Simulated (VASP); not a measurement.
# HfC (Fm-3m) in VASP: single point with PBEsol

Aim: the single point of HfC with PBEsol.

Program: VASP 6.6.1. These are calculated values, not measurements. Logs are shortened: lines on timing, memory, paths and dates and some standing lists are left out, and cuts for length are marked.

### 1 The cell of the first run

It takes space group Fm-3m (No. 225, cubic). The conventional cell has a = 4.607 Å, b = 4.607 Å, c = 4.607 Å, α = 90.00°, β = 90.00°, γ = 90.00°. Hf (site symmetry m-3m) has 6 C at 2.30 Å within 3.0 Å. C (site symmetry m-3m) has 6 Hf at 2.30 Å within 3.0 Å.

### 2 Single point, PBEsol

The input, INCAR:

```
ALGO = Normal
EDIFF = 1E-7
ENCUT = 520
GGA = PS
ISIF = 2
ISMEAR = 0
LASPH = True
LCHARG = False
LREAL = False
LWAVE = False
NBANDS = 14
NELM = 80
PREC = Accurate
SIGMA = 0.05
```

The input, KPOINTS:

```
k-points
0
Gamma
  12 12 12
```

The input, POSCAR:

```
HfC
1.0
    0.0000000000      2.3035410416      2.3035410416
    2.3035410416      0.0000000000      2.3035410416
    2.3035410416      2.3035410416      0.0000000000
Hf C
1 1
Direct
    0.5000000000      0.5000000000      0.5000000000
    0.0000000000      0.0000000000      0.0000000000
```

Potentials or basis: VASP PAW PBE potentials, release 64 (Hf_pv, C).

Run with:

```
$ cat potpaw_PBE.64/Hf_pv/POTCAR potpaw_PBE.64/C/POTCAR > POTCAR
$ mpirun -np 1 vasp_std > vasp.out
```

OUTCAR:

```text
EDIFF = 1E-7
   ENCUT = 520
   GGA = PS
   ISIF = 2
   ISMEAR = 0
   LASPH = True
   LREAL = False
   NELM = 80
   PREC = Accurate

 ion  position               nearest neighbor table
   1  0.500  0.500  0.500-   2 2.30   2 2.30   2 2.30   2 2.30   2 2.30   2 2.30
   2  0.000  0.000  0.000-   1 2.30   1 2.30   1 2.30   1 2.30   1 2.30   1 2.30

  LATTYP: Found a face centered cubic cell.
 ALAT       =     4.6070820832

  Lattice vectors:

 A1 = (   0.0000000000,   2.3035410416,   2.3035410416)
 A2 = (   2.3035410416,   0.0000000000,   2.3035410416)
 A3 = (   2.3035410416,   2.3035410416,   0.0000000000)

Analysis of symmetry for initial positions (statically):
=====================================================================
 Subroutine PRICEL returns:
 Original cell was already a primitive cell.

 Routine SETGRP: Setting up the symmetry group for a
 face centered cubic supercell.

 Subroutine GETGRP returns: Found 48 space group operations
 (whereof 48 operations were pure point group operations)
 out of a pool of 48 trial point group operations.

The static configuration has the point symmetry O_h .

Analysis of symmetry for dynamics (positions and initial velocities):
=====================================================================
 Subroutine PRICEL returns:
 Original cell was already a primitive cell.

 Routine SETGRP: Setting up the symmetry group for a
 face centered cubic supercell.

 Subroutine GETGRP returns: Found 48 space group operations
 (whereof 48 operations were pure point group operations)
 out of a pool of 48 trial point group operations.

The dynamic configuration has the point symmetry O_h .

 Subroutine INISYM returns: Found 48 space group operations
 (whereof 48 operations are pure point group operations),
 and found     1 'primitive' translations

----------------------------------------------------------------------------------------

                                     Primitive cell

  volume of cell :      24.4466

  direct lattice vectors                    reciprocal lattice vectors
     0.000000000  2.303541042  2.303541042    -0.217057127  0.217057127  0.217057127
     2.303541042  0.000000000  2.303541042     0.217057127 -0.217057127  0.217057127
     2.303541042  2.303541042  0.000000000     0.217057127  0.217057127 -0.217057127

  length of vectors
     3.257698983  3.257698983  3.257698983     0.375953972  0.375953972  0.375953972

  position of ions in fractional coordinates (direct lattice)
     0.500000000  0.500000000  0.500000000
[... 83 lines left out ...]
   NFREE  =      0    steps in history (QN), initial steepest desc. (CG)
   ISIF   =      2    stress and relaxation
   ISYM   =      2    0-nonsym 1-usesym 2-fastsym
   POTIM  = 0.5000    time-step for ionic-motion
   TEBEG  =    0.0;   TEEND  =   0.0 temperature during run
   PSTRESS=    0.0 pullay stress
   NELECT =      14.0000    total number of electrons
   NUPDOWN=      -1.0000    fix difference up-down
   EMIN   =  10.00;   EMAX   =-10.00  energy-range for DOS
   EFERMI =   0.00;   METHOD = LEGACY
   ISMEAR =     0;   SIGMA  =   0.05  broadening in eV -4-tet -1-fermi 0-gaus
   EFERMI_NEDOS =   21; number of points for ismear=-14 and -15
   IALGO  =     38    algorithm
   IMIX   =      4    mixing-type and parameters
     AMIX     =   0.40;   BMIX     =  1.00
     AMIX_MAG =   1.60;   BMIX_MAG =  1.00
  volume/ion in A,a.u.               =      12.22        82.49
  Fermi-wavevector in a.u.,A,eV,Ry     =   1.359497  2.569077 25.146721  1.848232
  Thomas-Fermi vector in A             =   2.486240
   LORBIT       =      0    0 simple, 1 ext, 2 COOP (PROOUT), +10 PAW based schemes
   GGA     = PS    functional components
   LHFCALC =     F    Hartree Fock is set to
   AEXX    =    0.0000 exact exchange contribution
   IVDW    =     0    specifies the selected vdW correction
   LEPSILON=     F    determine dielectric tensor
   LRPA    =     F    only Hartree local field effects (RPA)
 non-spin polarized calculation
 Gauss-broadening in eV      SIGMA  =   0.05
  energy-cutoff  :      520.00
  volume of cell :       24.45
 maximum number of plane-waves:       684
   NGX = 13   NGY = 13   NGZ = 13

 number of electron      14.0000002 magnetization

 Free energy of the ion-electron system (eV)
  ---------------------------------------------------
  ext. energy  EPLUGINS =         0.00000000
  ---------------------------------------------------
  free energy    TOTEN  =       -22.19565857 eV

  energy without entropy =      -22.19512637  energy(sigma->0) =      -22.19539247

 E-fermi :   6.0742     XC(G=0): -12.5579

 val. band max:        5.9740182765   @ k =   0.5000   0.5000   0.0000
 cond. band min:       6.0915316242   @ k =   0.4167   0.3333   0.0000
 fundamental gap:      0.1175133478
 Fermi energy:         6.0742217365

 k-point     1 :       0.0000    0.0000    0.0000
  band No.  band energies     occupation
      1     -23.3461      2.00000
      2     -23.3461      2.00000
      3     -23.3461      2.00000
      4      -6.4075      2.00000
      5       7.0654      0.00000
      6       7.0654      0.00000
      7       7.0654      0.00000
      8       7.3721      0.00000
      9       7.3721      0.00000
     10       7.3721      0.00000
     11       9.4702      0.00000
     12       9.4702      0.00000
     13      13.1858      0.00000
     14      17.0474      0.00000
[... 377 lines left out ...]
      1     -24.0301      2.00000
      2     -23.5616      2.00000
      3     -23.4505      2.00000
      4      -2.8850      2.00000
      5       0.4602      2.00000
      6       3.1746      2.00000
      7       3.2445      2.00000
      8      10.3281      0.00000
      9      11.1557      0.00000
     10      11.3638      0.00000
     11      14.8827      0.00000
     12      16.3542      0.00000
     13      17.2998      0.00000
     14      19.7274      0.00000

 [... further k-points ...]
[... 5 lines left out ...]
  --------------------------------------------------------------------------------------
  -------------------------------------------------------------------------------------
  Total       -0.0407198     -0.0407198     -0.0407198      0.0000000     -0.0000000      0.0000000
  in kB       -2.6686903     -2.6686903     -2.6686903      0.0000000     -0.0000000      0.0000000
  external PRESSURE =      -2.6686903 kB  Pullay stress =       0.0000000 kB

 VOLUME and BASIS-vectors are now :
 -----------------------------------------------------------------------------
  energy-cutoff  :      520.00
  volume of cell :       24.45
      direct lattice vectors                 reciprocal lattice vectors
     0.000000000  2.303541042  2.303541042    -0.217057127  0.217057127  0.217057127
     2.303541042  0.000000000  2.303541042     0.217057127 -0.217057127  0.217057127
     2.303541042  2.303541042  0.000000000     0.217057127  0.217057127 -0.217057127

 POSITION                                       TOTAL-FORCE (eV/Angst)
 -----------------------------------------------------------------------------------
      2.30354      2.30354      2.30354         0.000000      0.000000      0.000000
      0.00000      0.00000      0.00000        -0.000000     -0.000000     -0.000000
 -----------------------------------------------------------------------------------
    total drift:                                0.000000     -0.000000      0.000000

  FREE ENERGIE OF THE ION-ELECTRON SYSTEM (eV)
  ---------------------------------------------------
  free  energy   TOTEN  =       -22.1956585694 eV

  energy  without entropy=      -22.1951263660  energy(sigma->0) =      -22.19539247
```

OSZICAR:

```text
N       E                     dE             d eps       ncg     rms          rms(c)
DAV:   1     0.223590309416E+02    0.22359E+02   -0.77246E+03  2016   0.983E+02
DAV:   2    -0.235868040868E+02   -0.45946E+02   -0.43132E+02  2542   0.203E+02
DAV:   3    -0.250688011458E+02   -0.14820E+01   -0.14767E+01  2472   0.261E+01
DAV:   4    -0.250755215232E+02   -0.67204E-02   -0.67199E-02  2328   0.213E+00
DAV:   5    -0.250755611210E+02   -0.39598E-04   -0.39597E-04  2456   0.148E-01    0.609E+01
DAV:   6    -0.222692140850E+02    0.28063E+01   -0.10547E+01  2262   0.172E+01    0.428E+01
DAV:   7    -0.222133741830E+02    0.55840E-01   -0.49874E-01  2526   0.493E+00    0.240E+01
DAV:   8    -0.222006675769E+02    0.12707E-01   -0.59037E-02  2532   0.187E+00    0.508E+00
DAV:   9    -0.221959771944E+02    0.46904E-02   -0.17513E-02  2196   0.761E-01    0.207E+00
DAV:  10    -0.221956659459E+02    0.31125E-03   -0.12384E-03  2668   0.263E-01    0.124E-01
DAV:  11    -0.221956591626E+02    0.67833E-05   -0.74820E-05  2244   0.733E-02    0.352E-02
DAV:  12    -0.221956587304E+02    0.43218E-06   -0.20382E-06  2684   0.117E-02    0.122E-02
DAV:  13    -0.221956585909E+02    0.13950E-06   -0.27057E-07  2126   0.323E-03    0.838E-04
DAV:  14    -0.221956585694E+02    0.21493E-07   -0.21730E-08  1446   0.110E-03
   1 F= -.22195659E+02 E0= -.22195392E+02  d E =-.532203E-03
```

Wall time 29 s (1 thread of Intel Xeon 8259CL, shared host); peak memory 0.16 GiB.

What came out:

- Free energy: -22.1957 eV
- Pressure: -0.3 GPa
- Band gap on the k mesh: zero (band 7 reaches 7.07 eV, above the bottom of band 8 at 5.60 eV)

Caveat: the PAW data sets were made with another functional, which shifts forces and pressure a little; spin-orbit coupling is left out, which moves the levels of the heavy elements.
